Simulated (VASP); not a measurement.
Runs of VASP 6.6.1 on EuO. The structure is that of space group Fm-3m (No. 225), or close to it. The cells are those of the table. 

```csv
level,cell,gap on the mesh (eV),pressure (GPa),moment (μB)
PBEsol+U,"a = 3.595 Å, angles 60.0°, 2 atoms",none,-0.7,7.00
LDA+U,"a = 3.548 Å, angles 60.0°, 2 atoms",none,-0.3,7.00
LDA+U,"a = 3.500 Å, angles 60.0°, 2 atoms",none,(b),7.00
PBEsol+U,"a = 3.571 Å, angles 60.0°, 2 atoms",none,1.3,7.00
LDA+U,"a = 3.595 Å, angles 60.0°, 2 atoms",none,(c),7.00
LDA+U,"a = 3.572 Å, angles 60.0°, 2 atoms",none,(a),7.00
PBEsol+U,"a = 3.612 Å, angles 60.0°, 2 atoms",none,-2.0,7.00
PBE+D3(BJ)+U,"a = 3.577 Å, angles 60.0°, 2 atoms",none,3.4,7.00
```

Alike in all rows: task single point; potentials or basis VASP PAW PBE potentials, release 64 (Eu, O); spin collinear, ferromagnetic start; Eu f U = 6.0 eV; k mesh 8 × 8 × 8; cutoff (eV) 600; smearing gaussian 0.05 eV.

Task: Fill in the values left out.

Result: (a) -2.4; (b) 4.4; (c) -4.3.

Caveats: spin-orbit coupling is left out, which moves the levels of the heavy elements; a cell with one magnetic atom can't hold antiferromagnetic order, which such compounds often take; the PAW data sets were made with another functional, which shifts forces and pressure a little (at least some runs); the cell stands under pressure (at least some runs); the cell stands under tension (at least some runs).

A k mesh can miss the band edges, and the runs leave out spin-orbit coupling on Eu.

A gap of «none» marks levels without a gap at the run's occupations.
